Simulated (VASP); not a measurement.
Crystal: Se.

```
Se
1.0
     4.36620    0.00000    0.00000
    -2.18310    3.78124    0.00000
     0.00000    0.00000    4.95360
Se
3
Direct
  0.22540 0.00000 0.33333
  0.00000 0.22540 0.66667
  0.77460 0.77460 0.00000
```

* Program: VASP 6.6.1
* Task: relaxation of cell and atoms
* Functional: r2SCAN
* Potentials or basis: VASP PAW PBE potentials, release 64 (Se)
* Cutoff: 600 eV
* k mesh: 5 × 5 × 4
* Occupations: fermi-dirac, width 0.05 eV
* Spin: no spin polarisation

At the start: pressure 1.3 GPa; volume 27.26 Å³/atom.

Task: How do energy, volume and symmetry change on relaxing?

Result: Over 11 steps the energy falls by 5.1 meV/atom and the volume is 29.17 Å³/atom (+7.0 %); space group P3_121 (No. 152, to 0.1 Å) before and after.

Step by step:
```tsv
step	energy change (eV)	largest force (eV/Å)	pressure (GPa)	volume (Å³)
1	0.0000	0.0586	1.32	81.78
2	-0.0029	0.3009	-0.81	84.46
3	-0.0067	0.1507	0.07	83.29
4	-0.0094	0.1064	0.07	83.75
5	-0.0119	0.0066	0.10	84.88
6	-0.0130	0.0024	0.03	85.41
7	-0.0148	0.0288	-0.16	86.99
8	-0.0150	0.0380	-0.22	87.55
9	-0.0150	0.0632	0.25	87.48
10	-0.0153	0.0114	0.00	87.52
11	-0.0153	0.0093	0.00	87.52
```

Final structure:
```cif
data_structure
_symmetry_space_group_name_H-M 'P 1'
_symmetry_Int_Tables_number 1
_cell_length_a 4.4978
_cell_length_b 4.4978
_cell_length_c 4.9954
_cell_angle_alpha 90.000
_cell_angle_beta 90.000
_cell_angle_gamma 120.000
_cell_volume 87.52
loop_
_atom_site_label
_atom_site_type_symbol
_atom_site_fract_x
_atom_site_fract_y
_atom_site_fract_z
_atom_site_occupancy
Se1 Se 0.21735 0.00000 0.33333 1
Se2 Se 0.00000 0.21735 0.66667 1
Se3 Se 0.78265 0.78265 0.00000 1
```

Caveat: the PAW data sets were made with another functional, which shifts forces and pressure a little.
